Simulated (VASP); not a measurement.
Cu3Pd, 4 atoms in the cell. The structure is tetragonal, space group P4/mmm (No. 123). The conventional cell has a = 3.685 Å, b = 3.685 Å, c = 3.647 Å, α = 90.00°, β = 90.00°, γ = 90.00°. Within 3.4 Å of Cu (site symmetry mmm) lie 8 Cu at 2.59 to 2.61 Å and 4 Pd at 2.59 Å. Within 3.4 Å of Cu (site symmetry 4/mmm) lie 8 Cu at 2.59 Å and 4 Pd at 2.61 Å. Within 3.4 Å of Pd (site symmetry 4/mmm) lie 12 Cu at 2.59 to 2.61 Å. 

- Program: VASP 6.6.1
- Task: single point
- Functional: PBEsol
- Potentials or basis: VASP PAW PBE potentials, release 64 (Cu, Pd)
- Cutoff: 520 eV
- k mesh: 11 × 11 × 11
- Occupations: fermi-dirac, width 0.05 eV
- Spin: no spin polarisation
- Dipole correction: no
- Further INCAR settings: ALGO = Normal; EDIFF = 1e-07; NBANDS = 30

Potentials or basis: VASP PAW PBE potentials, release 64 (Cu, Pd).

The run is started by

```console
$ cat potpaw_PBE.64/Cu/POTCAR potpaw_PBE.64/Pd/POTCAR > POTCAR
$ mpirun -np 1 vasp_std > vasp.out
```

Hardware: 1 thread of Intel(R) Xeon(R) Platinum 8259CL CPU @ 2.50GHz (Skylake/Cascade Lake) (shared host).

How long does it take, and how much memory?

It took 2.9 min on 1 thread of Intel(R) Xeon(R) Platinum 8259CL CPU @ 2.50GHz (Skylake/Cascade Lake) (shared host), peak memory 0.28 GiB. Counts: scf iterations 17, k points 126.
